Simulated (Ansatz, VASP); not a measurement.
**Two plane-wave programs on AlP**

File INCAR:

```
PREC = Accurate
ENCUT = 500
EDIFF = 1E-6
ISMEAR = 0
SIGMA = 0.02
LREAL = False
LASPH = True
NELM = 120
ALGO = Normal
ISIF = 2
LWAVE = False
LCHARG = False
GGA = PE
NBANDS = 11
GGA_COMPAT = False
```

The input KPOINTS:

```
regular mesh
0
Gamma
  8 8 8
```

File POSCAR:

```
AlP
1.0
    0.0000000000      2.6686031786      2.6686031786
    2.6686031786      0.0000000000      2.6686031786
    2.6686031786      2.6686031786      0.0000000000
Al P
1 1
Direct
    0.0000000000      0.0000000000      0.0000000000
    0.7500000000      0.7500000000      0.7500000000
```

Input for Ansatz:

```yaml
crystal:
  lattice:
    - [0.0, 2.6686031786, 2.6686031786]
    - [2.6686031786, 0.0, 2.6686031786]
    - [2.6686031786, 2.6686031786, 0.0]
  atoms:
    - { symbol: Al, position: [0.0, 0.0, 0.0] }
    - { symbol: P, position: [0.75, 0.75, 0.75] }
basis:
  ecutwfc: 420
kpoints:
  mp_grid: { grid: [8, 8, 8] }
hamiltonian:
  xc: pbe
scf:
  occupations: { method: gaussian, width: 0.02 }
output:
  forces: true
  stress: true
  eigenvalues: true
```

Alike in both runs: task single point; functional PBE; k mesh 8 × 8 × 8; occupations gaussian, width 0.02 eV; no spin polarisation.

|  | VASP | Ansatz |
| --- | --- | --- |
| version | VASP 6.6.1 | Ansatz 0.2.0 |
| potentials or method | VASP PAW PBE potentials, release 64 (Al, P), cutoff 500 eV | scalar-relativistic, plane waves, PAW |
| valence electrons in the cell | 8 | 8 |

Ansatz gave:

```
gap on the k mesh at the Fermi level (eV) : 1.44
least direct gap on the mesh (eV)         : 3.68
pressure (GPa)                            : 9.5
```

Task: Which values does VASP return?

Result: gap on the k mesh at the Fermi level (eV): 1.43; least direct gap on the mesh (eV): 3.68; pressure (GPa): 9.4.
